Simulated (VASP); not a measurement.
# Al3Bi2O (Amm2) in VASP: further runs

Runs on Al3Bi2O. Level: PBE. Tasks: single point, relaxation of cell and atoms, relaxation of shape and atoms at fixed volume.

All numbers are computed with VASP 6.6.1; they aren't measurements. Logs are shortened: lines on timing, memory, paths and dates and some standing lists are left out, and cuts for length are marked.

**1. The cell of the first run**

Symmetry: Amm2, No. 38, orthorhombic system. The conventional cell has a = 10.515 Å, b = 3.259 Å, c = 8.613 Å, α = 90.00°, β = 90.00°, γ = 90.00°. Al (site symmetry m) has 1 O at 2.03 Å and 1 Al at 2.60 Å within 2.7 Å. Within 2.6 Å of Al (site symmetry mm2) lie 2 O at 1.90 Å and 2 Al at 2.60 Å. Within 3.8 Å of Bi (site symmetry m) lie 4 Al at 2.92 to 3.31 Å and 2 Bi at 3.26 Å and 2 O at 3.69 Å. Within 2.5 Å of O (site symmetry mm2) lie 4 Al at 1.90 to 2.03 Å.

**2. Single point, PBE (24.60 Å³/atom)**

The input, INCAR:

```
  PREC = Accurate
  ENCUT = 520
  EDIFF = 1E-7
  ISMEAR = 0
  SIGMA = 0.1
  LREAL = False
  LASPH = True
  NELM = 100
  ALGO = Normal
  ISIF = 2
  LWAVE = False
  LCHARG = False
  GGA = PE
  NBANDS = 32
```

The input, KPOINTS:

```
regular mesh
0
Gamma
  4 8 8
```

The input, POSCAR:

```
Al3Bi2O
1.0
   10.5154417267      0.0000000000      0.0000000000
    0.0000000000      1.6294419199      4.3063259440
    0.0000000000     -1.6294419199      4.3063259440
Al Bi O
3 2 1
Direct
    0.6501778641      0.8107528117      0.8107528117
    0.3498221359      0.8107528117      0.8107528117
    0.5000000000      0.0504088353      0.0504088353
    0.8114108088      0.1100066151      0.1100066151
    0.1885891912      0.1100066151      0.1100066151
    0.5000000000      0.6629481410      0.6629481410
```

Potentials or basis: VASP PAW PBE potentials, release 64 (Al, Bi_d, O).

Started as:

```bash
cat potpaw_PBE.64/Al/POTCAR potpaw_PBE.64/Bi_d/POTCAR potpaw_PBE.64/O/POTCAR > POTCAR
mpirun -np 1 vasp_std > vasp.out
```

OUTCAR:

```text
PREC = Accurate
   ENCUT = 520
   EDIFF = 1E-7
   ISMEAR = 0
   LREAL = False
   LASPH = True
   NELM = 100
   ISIF = 2
   GGA = PE

 ion  position               nearest neighbor table
   1  0.650  0.811  0.811-   6 2.03   3 2.60   4 2.92   4 2.92   4 3.09   2 3.16   3 3.19   3 3.19

   2  0.350  0.811  0.811-   6 2.03   3 2.60   5 2.92   5 2.92   5 3.09   1 3.16   3 3.19   3 3.19

   3  0.500  0.050  0.050-   6 1.90   6 1.90   1 2.60   2 2.60   2 3.19   2 3.19   1 3.19   1 3.19
                             4 3.31   5 3.31
   4  0.811  0.110  0.110-   1 2.92   1 2.92   1 3.09   3 3.31
   5  0.189  0.110  0.110-   2 2.92   2 2.92   2 3.09   3 3.31
   6  0.500  0.663  0.663-   3 1.90   3 1.90   1 2.03   2 2.03

  LATTYP: Found a base centered orthorhombic cell.
 ALAT       =     3.2588838398
 B/A-ratio  =     2.6428226078
 C/A-ratio  =     3.2267003807

  Lattice vectors:

 A1 = (   0.0000000000,   1.6294419199,  -4.3063259440)
 A2 = (   0.0000000000,   1.6294419199,   4.3063259440)
 A3 = (  10.5154417267,   0.0000000000,   0.0000000000)

Analysis of symmetry for initial positions (statically):
=====================================================================
 Subroutine PRICEL returns:
 Original cell was already a primitive cell.

 Routine SETGRP: Setting up the symmetry group for a
 base centered orthorhombic supercell.

 Subroutine GETGRP returns: Found  4 space group operations
 (whereof  4 operations were pure point group operations)
 out of a pool of  8 trial point group operations.

The static configuration has the point symmetry C_2v.

Analysis of symmetry for dynamics (positions and initial velocities):
=====================================================================
 Subroutine PRICEL returns:
 Original cell was already a primitive cell.

 Routine SETGRP: Setting up the symmetry group for a
 base centered orthorhombic supercell.

 Subroutine GETGRP returns: Found  4 space group operations
 (whereof  4 operations were pure point group operations)
 out of a pool of  8 trial point group operations.

The dynamic configuration has the point symmetry C_2v.

 Subroutine INISYM returns: Found  4 space group operations
 (whereof  4 operations are pure point group operations),
 and found     1 'primitive' translations

----------------------------------------------------------------------------------------

                                     Primitive cell

  volume of cell :     147.5718

  direct lattice vectors                    reciprocal lattice vectors
    10.515441727  0.000000000  0.000000000     0.095098240  0.000000000  0.000000000
     0.000000000  1.629441920  4.306325944     0.000000000  0.306853527  0.116108257
     0.000000000 -1.629441920  4.306325944     0.000000000 -0.306853527  0.116108257

  length of vectors
    10.515441727  4.604294094  4.604294094     0.095098240  0.328085681  0.328085681

  position of ions in fractional coordinates (direct lattice)
     0.650177864  0.810752812  0.810752812
     0.349822136  0.810752812  0.810752812
     0.500000000  0.050408835  0.050408835
     0.811410809  0.110006615  0.110006615
     0.188589191  0.110006615  0.110006615
     0.500000000  0.662948141  0.662948141

  ion indices of the primitive-cell ions
   primitive index   ion index
                 1           1
                 2           2
                 3           3
                 4           4
                 5           5
                 6           6

----------------------------------------------------------------------------------------

 KPOINTS: regular mesh

Automatic generation of k-mesh.
 Grid dimensions read from file:
 generate k-points for:    4    8    8

 Generating k-lattice:

  Cartesian coordinates                     Fractional coordinates (reciprocal lattice)
     0.023774560  0.000000000  0.000000000     0.250000000  0.000000000  0.000000000
     0.000000000  0.038356691  0.014513532     0.000000000  0.125000000  0.000000000
     0.000000000 -0.038356691  0.014513532     0.000000000  0.000000000  0.125000000

  Length of vectors
     0.023774560  0.041010710  0.041010710

  Shift w.r.t. Gamma in fractional coordinates (k-lattice)
     0.000000000  0.000000000  0.000000000

 Subroutine IBZKPT returns following result:
 ===========================================

 Found     63 irreducible k-points:

 Following reciprocal coordinates:
            Coordinates               Weight
  0.000000  0.000000  0.000000      1.000000
  0.250000  0.000000  0.000000      2.000000
  0.500000  0.000000  0.000000      1.000000
  0.000000  0.125000  0.000000      4.000000
  0.250000  0.125000  0.000000      8.000000
  0.500000  0.125000  0.000000      4.000000
[... 16 lines left out ...]
  0.250000  0.375000  0.125000      8.000000
  0.500000  0.375000  0.125000      4.000000
 [... further k-points ...]
   k-points           NKPTS =     63   k-points in BZ     NKDIM =     63   number of bands    NBANDS=     32
   number of dos      NEDOS =    301   number of ions     NIONS =      6
   total plane-waves  NPLWV = 103680
   dimension x,y,z NGX =    80 NGY =   36 NGZ =   36
   dimension x,y,z NGXF=   160 NGYF=   72 NGZF=   72
   ions per type =               3   2   1
   NGX,Y,Z   is equivalent  to a cutoff of  12.65, 13.00, 13.00 a.u.
   NGXF,Y,Z  is equivalent  to a cutoff of  25.30, 26.00, 26.00 a.u.
 SYSTEM =  unknown system
   PREC   = accura    normal or accurate (medium, high low for compatibility)
   ISTART =      0    job   : 0-new  1-cont  2-samecut
   ICHARG =      2    charge: 1-file 2-atom 10-const
   ISPIN  =      1    spin polarized calculation?
   LNONCOLLINEAR =      F non collinear calculations
   LSORBIT =      F    spin-orbit coupling
   LASPH  =      T    aspherical Exc in radial PAW
   ENCUT  =  520.0 eV  38.22 Ry    6.18 a.u.  19.55  8.56  8.56*2*pi/ulx,y,z
   NELM   =    100;   NELMIN=  2; NELMDL= -5     # of ELM steps
   EDIFF  = 0.1E-06   stopping-criterion for ELM
   LREAL  =      F    real-space projection
   EDIFFG = 0.1E-05   stopping-criterion for IOM
   NSW    =      0    number of steps for IOM
   IBRION =     -1    ionic relax: 0-MD 1-quasi-New 2-CG
   NFREE  =      0    steps in history (QN), initial steepest desc. (CG)
   ISIF   =      2    stress and relaxation
   ISYM   =      2    0-nonsym 1-usesym 2-fastsym
   POTIM  = 0.5000    time-step for ionic-motion
   TEBEG  =    0.0;   TEEND  =   0.0 temperature during run
   PSTRESS=    0.0 pullay stress
   NELECT =      45.0000    total number of electrons
   NUPDOWN=      -1.0000    fix difference up-down
   EMIN   =  10.00;   EMAX   =-10.00  energy-range for DOS
   EFERMI =   0.00;   METHOD = LEGACY
   ISMEAR =     0;   SIGMA  =   0.10  broadening in eV -4-tet -1-fermi 0-gaus
   EFERMI_NEDOS =   21; number of points for ismear=-14 and -15
   IALGO  =     38    algorithm
   IMIX   =      4    mixing-type and parameters
     AMIX     =   0.40;   BMIX     =  1.00
     AMIX_MAG =   1.60;   BMIX_MAG =  1.00
  volume/ion in A,a.u.               =      24.60       165.98
  Fermi-wavevector in a.u.,A,eV,Ry     =   1.101906  2.082301 16.520152  1.214197
  Thomas-Fermi vector in A             =   2.238341
   LORBIT       =      0    0 simple, 1 ext, 2 COOP (PROOUT), +10 PAW based schemes
   GGA     = PE    functional components
   LHFCALC =     F    Hartree Fock is set to
   AEXX    =    0.0000 exact exchange contribution
   IVDW    =     0    specifies the selected vdW correction
   LEPSILON=     F    determine dielectric tensor
   LRPA    =     F    only Hartree local field effects (RPA)
 non-spin polarized calculation
 Gauss-broadening in eV      SIGMA  =   0.10
  energy-cutoff  :      520.00
  volume of cell :      147.57
 maximum number of plane-waves:      4005
 NGX is ok and might be reduce to    80
   NGX = 39   NGY = 17   NGZ = 17

 number of electron      44.9999999 magnetization

 Free energy of the ion-electron system (eV)
  ---------------------------------------------------
  ext. energy  EPLUGINS =         0.00000000
  ---------------------------------------------------
  free energy    TOTEN  =       -27.09493678 eV

  energy without entropy =      -27.08745299  energy(sigma->0) =      -27.09119489

 E-fermi :   5.7404     XC(G=0):  -9.0708

 val. band max:        5.7381848756   @ k =   0.5000  -0.2500   0.1250
 cond. band min:       5.7642736080   @ k =   0.0000   0.5000   0.0000
 fundamental gap:      0.0260887324
 Fermi energy:         5.7404149148

 k-point     1 :       0.0000    0.0000    0.0000
  band No.  band energies     occupation
      1     -17.1722      2.00000
      2     -17.1675      2.00000
      3     -16.9870      2.00000
      4     -16.9821      2.00000
      5     -16.9801      2.00000
      6     -16.9795      2.00000
[... 24 lines left out ...]
     31      10.9681      0.00000
     32      11.5396      0.00000

 k-point     2 :       0.2500    0.0000    0.0000
  band No.  band energies     occupation
      1     -17.1721      2.00000
      2     -17.1675      2.00000
      3     -16.9864      2.00000
      4     -16.9821      2.00000
      5     -16.9801      2.00000
      6     -16.9795      2.00000
[... 24 lines left out ...]
     31      10.9448      0.00000
     32      11.9263      0.00000

 k-point     3 :       0.5000    0.0000    0.0000
  band No.  band energies     occupation
      1     -17.1721      2.00000
      2     -17.1676      2.00000
      3     -16.9859      2.00000
      4     -16.9821      2.00000
      5     -16.9801      2.00000
      6     -16.9795      2.00000
[... 24 lines left out ...]
     31      10.9503      0.00000
     32      12.2618      0.00000

 k-point     4 :       0.0000    0.1250    0.0000
  band No.  band energies     occupation
      1     -17.1304      2.00000
      2     -17.1253      2.00000
      3     -16.9976      2.00000
      4     -16.9945      2.00000
      5     -16.9844      2.00000
      6     -16.9785      2.00000
[... 24 lines left out ...]
     31      10.9811      0.00000
     32      11.4526      0.00000

 k-point     5 :       0.2500    0.1250    0.0000
  band No.  band energies     occupation
      1     -17.1303      2.00000
      2     -17.1254      2.00000
      3     -16.9975      2.00000
      4     -16.9946      2.00000
      5     -16.9839      2.00000
      6     -16.9785      2.00000
[... 584 lines left out ...]
     31      11.2100      0.00000
     32      12.1354      0.00000

 k-point    22 :       0.0000    0.3750    0.1250
  band No.  band energies     occupation
      1     -17.0360      2.00000
      2     -17.0318      2.00000
      3     -17.0295      2.00000
      4     -17.0228      2.00000
      5     -16.9851      2.00000
      6     -16.9827      2.00000
[... 24 lines left out ...]
     31      11.0554      0.00000
     32      11.3086      0.00000

 k-point    23 :       0.2500    0.3750    0.1250
  band No.  band energies     occupation
      1     -17.0359      2.00000
      2     -17.0319      2.00000
      3     -17.0292      2.00000
      4     -17.0229      2.00000
      5     -16.9851      2.00000
      6     -16.9827      2.00000
[... 24 lines left out ...]
     31      10.8922      0.00000
     32      11.2648      0.00000

 k-point    24 :       0.5000    0.3750    0.1250
  band No.  band energies     occupation
      1     -17.0359      2.00000
      2     -17.0320      2.00000
      3     -17.0289      2.00000
      4     -17.0231      2.00000
      5     -16.9850      2.00000
      6     -16.9828      2.00000
[... 24 lines left out ...]
     31      11.0212      0.00000
     32      11.4114      0.00000

 [... further k-points ...]
[... 5 lines left out ...]
  --------------------------------------------------------------------------------------
  -------------------------------------------------------------------------------------
  Total       -0.6382604     -0.6965452     -0.6827601      0.0000000      0.0000000      0.0000000
  in kB       -6.9295524     -7.5623465     -7.4126832      0.0000000      0.0000000      0.0000000
  external PRESSURE =      -7.3015274 kB  Pullay stress =       0.0000000 kB

 VOLUME and BASIS-vectors are now :
 -----------------------------------------------------------------------------
  energy-cutoff  :      520.00
  volume of cell :      147.57
      direct lattice vectors                 reciprocal lattice vectors
    10.515441727  0.000000000  0.000000000     0.095098240  0.000000000  0.000000000
     0.000000000  1.629441920  4.306325944     0.000000000  0.306853527  0.116108257
     0.000000000 -1.629441920  4.306325944     0.000000000 -0.306853527  0.116108257

 POSITION                                       TOTAL-FORCE (eV/Angst)
 -----------------------------------------------------------------------------------
      6.83691      0.00000      6.98273        -0.000435      0.000000      0.002872
      3.67853      0.00000      6.98273         0.000435      0.000000      0.002872
      5.25772      0.00000      0.43415         0.000000      0.000000      0.000505
      8.53234      0.00000      0.94745         0.003317      0.000000     -0.000134
      1.98310      0.00000      0.94745        -0.003317      0.000000     -0.000134
      5.25772      0.00000      5.70974         0.000000      0.000000     -0.005982
 -----------------------------------------------------------------------------------
    total drift:                               -0.000000      0.000000      0.000808

  FREE ENERGIE OF THE ION-ELECTRON SYSTEM (eV)
  ---------------------------------------------------
  free  energy   TOTEN  =       -27.0949367823 eV

  energy  without entropy=      -27.0874529945  energy(sigma->0) =      -27.09119489
```

It took 4.3 min on 1 thread of AMD EPYC 9R45 (Zen 5), shared host; peak memory 0.44 GiB.

Results:

```
Free energy            : -27.0949 eV
Pressure               : -0.7 GPa
Largest force          : 0.006 eV/Å
Band gap on the k mesh : zero (an odd number of electrons rules out a gap without spin polarisation)
```

Forces on the atoms (eV/Å):
```
Al   0.000  0.000  0.003
Al   0.000  0.000  0.003
Al   0.000  0.000  0.001
Bi   0.003  0.000  0.000
Bi  -0.003  0.000  0.000
O    0.000  0.000 -0.006
```

Caveat: spin-orbit coupling is left out, which moves the levels of the heavy elements; an odd number of electrons without spin polarisation forces a metal; a magnetic or distorted state may lie lower.

**3. Relaxation of cell and atoms, PBE**

This run uses another cell than the first one, of 23.88 Å³/atom.

The input, INCAR:

```
SYSTEM = Al3Bi2O
PREC = Accurate
ENCUT = 600
EDIFF = 1E-6
ISMEAR = 0
SIGMA = 0.1
LREAL = .False.
LASPH = .True.
NELM = 80
ALGO = Normal
ISIF = 3
LWAVE = .False.
LCHARG = .False.
GGA = PE
IBRION = 2
NSW = 80
EDIFFG = -0.001
```

The input, KPOINTS:

```
regular mesh
0
Gamma
  4 8 8
  0 0 0
```

The input, POSCAR:

```
Al3Bi2O
1.0
   10.2770663817      0.0000000000      0.0000000000
    0.0000000000      1.6226783202      4.2957053439
    0.0000000000     -1.6226783202      4.2957053439
Al Bi O
3 2 1
Direct
    0.6533520682      0.8111660971      0.8111660971
    0.3466479318      0.8111660971      0.8111660971
    0.5000000000      0.0505473980      0.0505473980
    0.8179900647      0.1092206252      0.1092206252
    0.1820099353      0.1092206252      0.1092206252
    0.5000000000      0.6635549874      0.6635549874
```

Potentials or basis: VASP PAW PBE potentials, release 64 (Al, Bi_d, O).

Started as:

```bash
cat potpaw_PBE.64/Al/POTCAR potpaw_PBE.64/Bi_d/POTCAR potpaw_PBE.64/O/POTCAR > POTCAR
mpirun -np 1 vasp_std > vasp.out
```

OUTCAR:

```text
SYSTEM = Al3Bi2O
   PREC = Accurate
   ENCUT = 600
   EDIFF = 1E-6
   ISMEAR = 0
   LREAL = .False.
   LASPH = .True.
   NELM = 80
   ISIF = 3
   GGA = PE
   IBRION = 2
   NSW = 80
   EDIFFG = -0.001

 ion  position               nearest neighbor table
   1  0.653  0.811  0.811-   6 2.02   3 2.59   4 2.92   4 2.92   4 3.07   2 3.15   3 3.18   3 3.18

   2  0.347  0.811  0.811-   6 2.02   3 2.59   5 2.92   5 2.92   5 3.07   1 3.15   3 3.18   3 3.18

   3  0.500  0.051  0.051-   6 1.89   6 1.89   1 2.59   2 2.59   2 3.18   2 3.18   1 3.18   1 3.18
                             4 3.31   5 3.31
   4  0.818  0.109  0.109-   1 2.92   1 2.92   1 3.07   3 3.31   5 3.74
   5  0.182  0.109  0.109-   2 2.92   2 2.92   2 3.07   3 3.31   4 3.74
   6  0.500  0.664  0.664-   3 1.89   3 1.89   1 2.02   2 2.02

  LATTYP: Found a base centered orthorhombic cell.
 ALAT       =     3.2453566404
 B/A-ratio  =     2.6472932376
[... 395 lines left out ...]

 Free energy of the ion-electron system (eV)
  ---------------------------------------------------
  ext. energy  EPLUGINS =         0.00000000
  ---------------------------------------------------
  free energy    TOTEN  =       -27.10837923 eV

  energy without entropy =      -27.10018751  energy(sigma->0) =      -27.10428337

 E-fermi :   6.0362     XC(G=0):  -9.2399

 val. band max:        6.0020176064   @ k =   0.2500  -0.3750   0.3750
 cond. band min:       6.0453637314   @ k =   0.0000  -0.3750   0.1250
 fundamental gap:      0.0433461250
 Fermi energy:         6.0362422106

 k-point     1 :       0.0000    0.0000    0.0000
  band No.  band energies     occupation
      1     -16.8840      2.00000
      2     -16.8744      2.00000
      3     -16.6975      2.00000
      4     -16.6873      2.00000
      5     -16.6830      2.00000
      6     -16.6783      2.00000
[... 709 lines left out ...]
     26       8.2586      0.00000
     27       8.8105      0.00000

 [... further k-points ...]
[... 5 lines left out ...]
  --------------------------------------------------------------------------------------
  -------------------------------------------------------------------------------------
  Total       -0.0014653      0.0006927     -0.0008796      0.0000000      0.0000000      0.0000000
  in kB       -0.0164165      0.0077609     -0.0098549      0.0000000      0.0000000      0.0000000
  external PRESSURE =      -0.0061702 kB  Pullay stress =       0.0000000 kB
[... 21 lines left out ...]
  FREE ENERGIE OF THE ION-ELECTRON SYSTEM (eV)
  ---------------------------------------------------
  free  energy   TOTEN  =       -27.1083792320 eV

  energy  without entropy=      -27.1001875124  energy(sigma->0) =      -27.10428337

 reached required accuracy - stopping structural energy minimisation
```

CONTCAR:

```text
Al3Bi2O
   1.00000000000000
    10.2680610194915243    0.0000000000000000    0.0000000000000000
     0.0000000000000000    1.6216033738134428    4.2942028140640662
     0.0000000000000000   -1.6216033738134428    4.2942028140640662
  Al              Bi              O
     3     2     1
Direct
     0.6534836517592899    0.8111518544219311    0.8111518544219311
     0.3465163482407098    0.8111518544219311    0.8111518544219311
     0.5000000000000000    0.0504855844237750    0.0504855844237750
     0.8184569582860804    0.1092415602307125    0.1092415602307125
     0.1815430417139194    0.1092415602307125    0.1092415602307125
     0.5000000000000000    0.6636034162709387    0.6636034162709387

  0.00000000E+00  0.00000000E+00  0.00000000E+00
  0.00000000E+00  0.00000000E+00  0.00000000E+00
  0.00000000E+00  0.00000000E+00  0.00000000E+00
  0.00000000E+00  0.00000000E+00  0.00000000E+00
  0.00000000E+00  0.00000000E+00  0.00000000E+00
  0.00000000E+00  0.00000000E+00  0.00000000E+00
```

It took 48 min on 1 thread of AMD EPYC 9R45 (Zen 5), shared host; peak memory 0.55 GiB.

What came out:

```yaml
Free_energy: -27.1084 eV
Relaxed_volume: 23.83 Å³/atom
Relaxed_cell: a = 10.268 Å, b = 4.590 Å, c = 4.590 Å, α = 41.38°, β = 90.00°, γ = 90.00°
Space_group_after_relaxing_to_0.1_Å: Amm2 (No. 38)
Energy_gained_by_relaxing: 0.0 meV/atom
Ionic_steps: 60
Pressure_after_relaxing: 0.0 GPa
Band_gap_on_the_k_mesh: zero (an odd number of electrons rules out a gap without spin polarisation)
```

Final structure:
```
Al Bi O
1.0
    10.26806    0.00000    0.00000
     0.00000    1.62160    4.29420
     0.00000   -1.62160    4.29420
Al Bi O
3 2 1
Cartesian
  6.7100 0.0000 6.9665
  3.5581 0.0000 6.9665
  5.1340 0.0000 0.4336
  8.4040 0.0000 0.9382
  1.8641 0.0000 0.9382
  5.1340 0.0000 5.6993
```

Caveat: spin-orbit coupling is left out, which moves the levels of the heavy elements; an odd number of electrons without spin polarisation forces a metal; a magnetic or distorted state may lie lower.

(Continued in part 2 of 2.)
